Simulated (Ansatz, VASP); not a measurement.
# Mg2Zn3O5 in VASP and in Ansatz

```xyz
10
Lattice="-1.5208 2.6341 0.0000 -3.0416 0.0000 0.0000 -1.5208 0.8780 12.4088" Properties=species:S:1:pos:R:3 pbc="T T T"
Mg   -4.5625    2.6341    7.4296
Mg   -1.5208    0.8780    4.9791
Zn   -4.5625    2.6341    0.0000
Zn   -3.0416    1.7561    9.8959
Zn   -3.0416    1.7561    2.5129
O    -4.5625    2.6341   11.1514
O    -1.5208    0.8780    8.6228
O    -3.0416    1.7561    6.2044
O    -4.5625    2.6341    3.7860
O    -1.5208    0.8780    1.2574
```

Alike in both runs: task single point; functional PBE; k mesh 6 × 6 × 6; occupations gaussian, width 0.1 eV; no spin polarisation.

|  | VASP | Ansatz |
| --- | --- | --- |
| version | VASP 6.6.1 | Ansatz 0.2.0 |
| potentials or method | VASP PAW PBE potentials, release 64 (Mg, Zn, O), cutoff 520 eV | scalar-relativistic, plane waves, PAW |
| valence electrons in the cell | 70 | 86 |

|  | VASP | Ansatz | Ansatz less VASP |
| --- | --- | --- | --- |
| gap on the k mesh at the Fermi level (eV) | 1.65 | 1.68 | +0.028 |
| least direct gap on the mesh (eV) | 1.66 | 1.69 | +0.028 |
| pressure (GPa) | 0.3 | 0.0 | -0.27 |
| rms of the force components (eV/Å) | 0.019 | 0.001 | -0.0177 |

Atom by atom the forces differ by 0.018 eV/Å (rms over components). VASP's potentials hold 70 valence electrons a cell and Ansatz's 86, so a difference there can come from the potentials and not from the codes.
